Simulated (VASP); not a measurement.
Write the native input for VASP 6.6.1 that does the following.

```
Task                               : single point
Functional                         : HSE06
Potentials or basis                : VASP PAW PBE potentials, release 64 (As)
Cutoff                             : 450 eV
k mesh                             : 4 × 4 × 4
Occupations                        : gaussian, width 0.02 eV
Spin                               : no spin polarisation
Further INCAR settings             : ALGO = Normal; EDIFF = 1e-07
Share of exact exchange            : 0.25
Grid for exact exchange (PRECFOCK) : Fast
Screening parameter                : 0.2 1/Å
```

Crystal: As.

```
As
1.0
     1.88080    1.08588    3.51406
    -1.88080    1.08588    3.51406
     0.00000   -2.17176    3.51406
As
2
Direct
  0.22600 0.22600 0.22600
  0.77400 0.77400 0.77400
```

One way to write it, as run:

POSCAR

```
As
1.0
    1.8807968987      1.0858785957      3.5140619945
   -1.8807968987      1.0858785957      3.5140619945
    0.0000000000     -2.1717571915      3.5140619945
As
2
Direct
    0.2260000000      0.2260000000      0.2260000000
    0.7740000000      0.7740000000      0.7740000000
```

INCAR.step1

```
  ALGO = Normal
  EDIFF = 1E-5
  ENCUT = 450
  GGA = PE
  ISIF = 2
  ISMEAR = 0
  LASPH = True
  LCHARG = False
  LREAL = False
  LWAVE = True
  NELM = 100
  PREC = Accurate
  SIGMA = 0.02
```

INCAR.step2

```
  ALGO = Normal
  EDIFF = 1E-7
  ENCUT = 450
  GGA = PE
  HFSCREEN = 0.2
  ISIF = 2
  ISMEAR = 0
  ISTART = 1
  LASPH = True
  LCHARG = False
  LHFCALC = True
  LREAL = False
  LWAVE = False
  NELM = 100
  PREC = Accurate
  PRECFOCK = Fast
  SIGMA = 0.02
```

KPOINTS

```
k-points
0
Gamma
  4 4 4
```

Potentials or basis: VASP PAW PBE potentials, release 64 (As).

Launch:

```console
$ cat potpaw_PBE.64/As/POTCAR > POTCAR
$ cp INCAR.step1 INCAR
$ mpirun -np 1 vasp_std > vasp.out
$ cp INCAR.step2 INCAR
$ mpirun -np 1 vasp_std > vasp.out
```

It gave:

The pressure is 0.6 GPa and the largest force is 0.183 eV/Å.

Caveat: the k points lie up to 0.50 Å⁻¹ apart; the PAW data sets were made with another functional, which shifts forces and pressure a little.

It took 72 s on 1 thread of AMD EPYC 9R45 96-Core Processor (Zen 5), with other jobs on the host, peak memory 0.23 GiB.
